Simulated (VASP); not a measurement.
NbH2: relaxation of cell and atoms with PBEsol

NbH2:

```
Nb H
1.0
     0.00000    2.28000    2.28000
     2.28000    0.00000    2.28000
     2.28000    2.28000    0.00000
Nb H
1 2
Direct
  0.00000 0.00000 0.00000
  0.25000 0.25000 0.25000
  0.75000 0.75000 0.75000
```

```
Program                : VASP 6.6.1
Task                   : relaxation of cell and atoms
Functional             : PBEsol
Potentials or basis    : VASP PAW PBE potentials, release 64 (Nb_sv, H)
Cutoff                 : 500 eV
k mesh                 : 7 × 7 × 7
Occupations            : methfessel-paxton, width 0.05 eV
Spin                   : no spin polarisation
Dipole correction      : no
Further INCAR settings : ALGO = Normal; EDIFF = 1e-07; IBRION = 2; EDIFFG = -0.01; NSW = 60; ISIF = 3
```

- Relaxed volume: 7.66 Å³/atom
- Relaxed cell: a = 3.192 Å, b = 3.192 Å, c = 3.192 Å, α = 60.00°, β = 60.00°, γ = 60.00°
- Space group after relaxing (to 0.1 Å): Fm-3m (No. 225)
- Energy gained by relaxing: 4.2 meV/atom
- Ionic steps: 3
- Pressure after relaxing: 0.0 GPa
- Band gap on the k mesh: zero (an odd number of electrons rules out a gap without spin polarisation)

The path:
| step | energy change (eV) | largest force (eV/Å) | pressure (GPa) | volume (Å³) |
| --- | --- | --- | --- | --- |
| 1 | 0.0000 | 0.0000 | -5.56 | 23.70 |
| 2 | -0.0114 | 0.0000 | 1.89 | 22.78 |
| 3 | -0.0127 | 0.0000 | 0.01 | 22.99 |

Final structure:
```
Nb H
1.0
     0.00000    2.25696    2.25696
     2.25696    0.00000    2.25696
     2.25696    2.25696    0.00000
Nb H
1 2
Direct
  0.00000 0.00000 0.00000
  0.25000 0.25000 0.25000
  0.75000 0.75000 0.75000
```

Levels at points of the mesh, in eV from the Fermi level:
```csv
k point,band 4,band 5,band 6,band 7,band 8,band 9,band 10,band 11
"(0.00, 0.00, 0.00)",-31.13,-10.94,-1.50,-1.50,-1.50,-1.19,1.24,1.24
```

It took 20 s on 1 thread of AMD EPYC 7R43 64-Core Processor (Zen 3) (shared host), peak memory 0.11 GiB.

Caveat: the PAW data sets were made with another functional, which shifts forces and pressure a little.
